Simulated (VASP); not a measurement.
# C (Fd-3m) in VASP: a series of runs

Runs on C. Level: LDA. Tasks: single point, relaxation of cell and atoms.

All numbers are computed with VASP 6.6.1; they aren't measurements. Logs are shortened: lines on timing, memory, paths and dates and some standing lists are left out, and cuts for length are marked.

## 1. The cell of the first run

Symmetry: Fd-3m, No. 227, cubic system. Conventional cell: a = 3.532 Å, b = 3.532 Å, c = 3.532 Å, α = 90.00°, β = 90.00°, γ = 90.00°. C (site symmetry -43m) has 4 C at 1.53 Å within 2.0 Å.

## 2. Single point, LDA

INCAR reads:

```
SYSTEM = C
PREC = Accurate ; ENCUT = 600
EDIFF = 1E-6 ; ISMEAR = 0
SIGMA = 0.02 ; LREAL = .False.
LASPH = .True. ; NELM = 120
ALGO = Normal ; ISIF = 2
LWAVE = .False. ; LCHARG = .True.
GGA = CA ; LELF = .True.
LVHAR = .True. ; NBANDS = 11
GGA_COMPAT = .False.
```

KPOINTS reads:

```
regular mesh
0
Gamma
  12 12 12
  0 0 0
```

POSCAR reads:

```
C
1.0
    0.0000000000      1.7658723557      1.7658723557
    1.7658723557      0.0000000000      1.7658723557
    1.7658723557      1.7658723557      0.0000000000
C
2
Direct
    0.0000000000      0.0000000000      0.0000000000
    0.2500000000      0.2500000000      0.2500000000
```

Potentials or basis: VASP PAW LDA potentials, release 64 (C).

On the command line:

```sh
> cat potpaw_LDA.64/C/POTCAR > POTCAR
> mpirun -np 1 vasp_std > vasp.out
```

OUTCAR:

```text
SYSTEM = C
   PREC = Accurate
   ENCUT = 600
   EDIFF = 1E-6
   ISMEAR = 0
   LREAL = .False.
   LASPH = .True.
   NELM = 120
   ISIF = 2
   GGA = CA

 ion  position               nearest neighbor table
   1  0.000  0.000  0.000-   2 1.53   2 1.53   2 1.53   2 1.53
   2  0.250  0.250  0.250-   1 1.53   1 1.53   1 1.53   1 1.53

  LATTYP: Found a face centered cubic cell.
 ALAT       =     3.5317447114

  Lattice vectors:

 A1 = (   0.0000000000,   1.7658723557,   1.7658723557)
 A2 = (   1.7658723557,   0.0000000000,   1.7658723557)
 A3 = (   1.7658723557,   1.7658723557,   0.0000000000)

Analysis of symmetry for initial positions (statically):
=====================================================================
 Subroutine PRICEL returns:
 Original cell was already a primitive cell.

 Routine SETGRP: Setting up the symmetry group for a
 face centered cubic supercell.

 Subroutine GETGRP returns: Found 48 space group operations
 (whereof 24 operations were pure point group operations)
 out of a pool of 48 trial point group operations.

The static configuration has the point symmetry T_d .
 The point group associated with its full space group is O_h .

Analysis of symmetry for dynamics (positions and initial velocities):
=====================================================================
 Subroutine PRICEL returns:
 Original cell was already a primitive cell.

 Routine SETGRP: Setting up the symmetry group for a
 face centered cubic supercell.

 Subroutine GETGRP returns: Found 48 space group operations
 (whereof 24 operations were pure point group operations)
 out of a pool of 48 trial point group operations.

The dynamic configuration has the point symmetry T_d .
 The point group associated with its full space group is O_h .

 Subroutine INISYM returns: Found 48 space group operations
 (whereof 24 operations are pure point group operations),
 and found     1 'primitive' translations

----------------------------------------------------------------------------------------

                                     Primitive cell

  volume of cell :      11.0131

  direct lattice vectors                    reciprocal lattice vectors
     0.000000000  1.765872356  1.765872356    -0.283146173  0.283146173  0.283146173
     1.765872356  0.000000000  1.765872356     0.283146173 -0.283146173  0.283146173
     1.765872356  1.765872356  0.000000000     0.283146173  0.283146173 -0.283146173

  length of vectors
     2.497320635  2.497320635  2.497320635     0.490423558  0.490423558  0.490423558

  position of ions in fractional coordinates (direct lattice)
     0.000000000  0.000000000  0.000000000
     0.250000000  0.250000000  0.250000000

  ion indices of the primitive-cell ions
   primitive index   ion index
                 1           1
                 2           2

----------------------------------------------------------------------------------------

 KPOINTS: regular mesh

Automatic generation of k-mesh.
 Grid dimensions read from file:
 generate k-points for:   12   12   12

 Generating k-lattice:

  Cartesian coordinates                     Fractional coordinates (reciprocal lattice)
    -0.023595514  0.023595514  0.023595514     0.083333333  0.000000000  0.000000000
     0.023595514 -0.023595514  0.023595514     0.000000000  0.083333333  0.000000000
     0.023595514  0.023595514 -0.023595514     0.000000000  0.000000000  0.083333333

  Length of vectors
     0.040868630  0.040868630  0.040868630

  Shift w.r.t. Gamma in fractional coordinates (k-lattice)
     0.000000000  0.000000000  0.000000000

 Subroutine IBZKPT returns following result:
 ===========================================

 Found     72 irreducible k-points:

 Following reciprocal coordinates:
            Coordinates               Weight
  0.000000  0.000000  0.000000      1.000000
  0.083333  0.000000  0.000000      8.000000
  0.166667  0.000000  0.000000      8.000000
  0.250000  0.000000  0.000000      8.000000
  0.333333  0.000000  0.000000      8.000000
  0.416667  0.000000  0.000000      8.000000
[... 16 lines left out ...]
  0.500000  0.166667  0.000000     24.000000
 -0.416667  0.166667  0.000000     24.000000
 [... further k-points ...]
   k-points           NKPTS =     72   k-points in BZ     NKDIM =     72   number of bands    NBANDS=     11
   number of dos      NEDOS =    301   number of ions     NIONS =      2
   total plane-waves  NPLWV =   8000
   dimension x,y,z NGX =    20 NGY =   20 NGZ =   20
   dimension x,y,z NGXF=    40 NGYF=   40 NGZF=   40
   ions per type =               2
   NGX,Y,Z   is equivalent  to a cutoff of  13.31, 13.31, 13.31 a.u.
   NGXF,Y,Z  is equivalent  to a cutoff of  26.63, 26.63, 26.63 a.u.
 SYSTEM =  C
   PREC   = accura    normal or accurate (medium, high low for compatibility)
   ISTART =      0    job   : 0-new  1-cont  2-samecut
   ICHARG =      2    charge: 1-file 2-atom 10-const
   ISPIN  =      1    spin polarized calculation?
   LNONCOLLINEAR =      F non collinear calculations
   LSORBIT =      F    spin-orbit coupling
   LASPH  =      T    aspherical Exc in radial PAW
   ENCUT  =  600.0 eV  44.10 Ry    6.64 a.u.   4.99  4.99  4.99*2*pi/ulx,y,z
   NELM   =    120;   NELMIN=  2; NELMDL= -5     # of ELM steps
   EDIFF  = 0.1E-05   stopping-criterion for ELM
   LREAL  =      F    real-space projection
   EDIFFG = 0.1E-04   stopping-criterion for IOM
   NSW    =      0    number of steps for IOM
   IBRION =     -1    ionic relax: 0-MD 1-quasi-New 2-CG
   NFREE  =      0    steps in history (QN), initial steepest desc. (CG)
   ISIF   =      2    stress and relaxation
   ISYM   =      2    0-nonsym 1-usesym 2-fastsym
   POTIM  = 0.5000    time-step for ionic-motion
   TEBEG  =    0.0;   TEEND  =   0.0 temperature during run
   PSTRESS=    0.0 pullay stress
   NELECT =       8.0000    total number of electrons
   NUPDOWN=      -1.0000    fix difference up-down
   EMIN   =  10.00;   EMAX   =-10.00  energy-range for DOS
   EFERMI =   0.00;   METHOD = LEGACY
   ISMEAR =     0;   SIGMA  =   0.02  broadening in eV -4-tet -1-fermi 0-gaus
   EFERMI_NEDOS =   21; number of points for ismear=-14 and -15
   IALGO  =     38    algorithm
   IMIX   =      4    mixing-type and parameters
     AMIX     =   0.40;   BMIX     =  1.00
     AMIX_MAG =   1.60;   BMIX_MAG =  1.00
  volume/ion in A,a.u.               =       5.51        37.16
  Fermi-wavevector in a.u.,A,eV,Ry     =   1.471642  2.781000 29.466550  2.165730
  Thomas-Fermi vector in A             =   2.586753
   LORBIT       =      0    0 simple, 1 ext, 2 COOP (PROOUT), +10 PAW based schemes
   GGA     = CA    functional components
   LHFCALC =     F    Hartree Fock is set to
   AEXX    =    0.0000 exact exchange contribution
   IVDW    =     0    specifies the selected vdW correction
   LEPSILON=     F    determine dielectric tensor
   LRPA    =     F    only Hartree local field effects (RPA)
 non-spin polarized calculation
 Gauss-broadening in eV      SIGMA  =   0.02
  energy-cutoff  :      600.00
  volume of cell :       11.01
 maximum number of plane-waves:       380
   NGX =  9   NGY =  9   NGZ =  9

 number of electron       7.9999998 magnetization

 Free energy of the ion-electron system (eV)
  ---------------------------------------------------
  ext. energy  EPLUGINS =         0.00000000
  ---------------------------------------------------
  free energy    TOTEN  =       -20.25207243 eV

  energy without entropy =      -20.25207243  energy(sigma->0) =      -20.25207243

 E-fermi :  10.4174     XC(G=0): -13.6432

 val. band max:       10.1595230095   @ k =   0.0000   0.0000   0.0000
 cond. band min:      14.3569277226   @ k =   0.3333   0.3333   0.0000
 fundamental gap:      4.1974047131
 Fermi energy:        10.4173816322

 k-point     1 :       0.0000    0.0000    0.0000
  band No.  band energies     occupation
      1     -11.5564      2.00000
      2      10.1595      2.00000
      3      10.1595      2.00000
      4      10.1595      2.00000
      5      15.7857      0.00000
      6      15.7857      0.00000
      7      15.7857      0.00000
      8      24.3971      0.00000
      9      29.5565      0.00000
     10      37.1244      0.00000
     11      37.1244      0.00000

 k-point     2 :       0.0833    0.0000    0.0000
  band No.  band energies     occupation
      1     -11.3606      2.00000
      2       8.9180      2.00000
      3       9.8270      2.00000
      4       9.8270      2.00000
      5      16.2202      0.00000
      6      16.2202      0.00000
      7      16.5389      0.00000
      8      24.5051      0.00000
      9      29.8681      0.00000
     10      34.7963      0.00000
     11      34.7963      0.00000

 k-point     3 :       0.1667    0.0000    0.0000
  band No.  band energies     occupation
      1     -10.7749      2.00000
      2       6.3576      2.00000
      3       9.1077      2.00000
      4       9.1077      2.00000
      5      17.1592      0.00000
      6      17.1592      0.00000
      7      17.7323      0.00000
      8      24.8100      0.00000
      9      30.5195      0.00000
     10      33.1514      0.00000
     11      33.1514      0.00000

 k-point     4 :       0.2500    0.0000    0.0000
  band No.  band energies     occupation
      1      -9.8067      2.00000
      2       3.4842      2.00000
      3       8.3688      2.00000
      4       8.3688      2.00000
      5      18.0251      0.00000
      6      18.0251      0.00000
      7      18.6272      0.00000
      8      25.2281      0.00000
      9      30.9611      0.00000
     10      32.7247      0.00000
     11      32.7247      0.00000
[... 239 lines left out ...]
 k-point    22 :       0.4167    0.1667    0.0000
  band No.  band energies     occupation
      1      -7.2914      2.00000
      2       0.2592      2.00000
      3       5.8470      2.00000
      4       5.9957      2.00000
      5      16.8966      0.00000
      6      21.2817      0.00000
      7      21.6368      0.00000
      8      22.9792      0.00000
      9      31.2788      0.00000
     10      32.9598      0.00000
     11      37.8441      0.00000

 k-point    23 :       0.5000    0.1667    0.0000
  band No.  band energies     occupation
      1      -5.6362      2.00000
      2      -2.0626      2.00000
      3       5.1082      2.00000
      4       6.0883      2.00000
      5      17.3096      0.00000
      6      20.9968      0.00000
      7      21.8228      0.00000
      8      24.5723      0.00000
      9      30.3491      0.00000
     10      34.2644      0.00000
     11      36.9996      0.00000

 k-point    24 :      -0.4167    0.1667    0.0000
  band No.  band energies     occupation
      1      -5.1621      2.00000
      2      -2.6247      2.00000
      3       4.6044      2.00000
      4       6.4790      2.00000
      5      17.7559      0.00000
      6      20.4973      0.00000
      7      21.8062      0.00000
      8      25.7571      0.00000
      9      29.6621      0.00000
     10      34.5510      0.00000
     11      34.9733      0.00000

 [... further k-points ...]
[... 5 lines left out ...]
  --------------------------------------------------------------------------------------
  -------------------------------------------------------------------------------------
  Total        0.0569825      0.0569825      0.0569825      0.0000000     -0.0000000      0.0000000
  in kB        8.2897964      8.2897964      8.2897964      0.0000000     -0.0000000      0.0000000
  external PRESSURE =       8.2897964 kB  Pullay stress =       0.0000000 kB

 VOLUME and BASIS-vectors are now :
 -----------------------------------------------------------------------------
  energy-cutoff  :      600.00
  volume of cell :       11.01
      direct lattice vectors                 reciprocal lattice vectors
     0.000000000  1.765872356  1.765872356    -0.283146173  0.283146173  0.283146173
     1.765872356  0.000000000  1.765872356     0.283146173 -0.283146173  0.283146173
     1.765872356  1.765872356  0.000000000     0.283146173  0.283146173 -0.283146173

 POSITION                                       TOTAL-FORCE (eV/Angst)
 -----------------------------------------------------------------------------------
      0.00000      0.00000      0.00000         0.000000      0.000000      0.000000
      0.88294      0.88294      0.88294        -0.000000     -0.000000     -0.000000
 -----------------------------------------------------------------------------------
    total drift:                                0.000000      0.000000      0.000000

  FREE ENERGIE OF THE ION-ELECTRON SYSTEM (eV)
  ---------------------------------------------------
  free  energy   TOTEN  =       -20.2520724331 eV

  energy  without entropy=      -20.2520724331  energy(sigma->0) =      -20.25207243
```

It took 3.7 s on 1 thread of Intel Xeon 6975P-C (Granite Rapids), shared host; peak memory 0.11 GiB.

Results:

| Quantity | Value |
| --- | --- |
| Free energy | -20.2521 eV |
| Pressure | 0.8 GPa |
| Band gap on the k mesh | 4.20 eV, indirect (least direct gap 5.63 eV) |

Levels at points of the mesh, in eV from the valence-band top:
```
           k point  band 1  band 2  band 3  band 4  band 5  band 6  band 7  band 8  band 9
(0.00, 0.00, 0.00)  -21.72    0.00    0.00    0.00    5.63    5.63    5.63   14.24   19.40
(0.50, 0.00, 0.00)  -15.70  -13.69   -2.87   -2.87    8.51    8.51    9.42   15.67   21.95
(0.50, 0.50, 0.00)  -12.82  -12.82   -6.47   -6.47    4.77    4.77   17.07   17.07   23.48
```

A k mesh can miss the band edges. A hybrid or GW would open this gap; LDA tends to underestimate it.

[end of part 1 of 2]
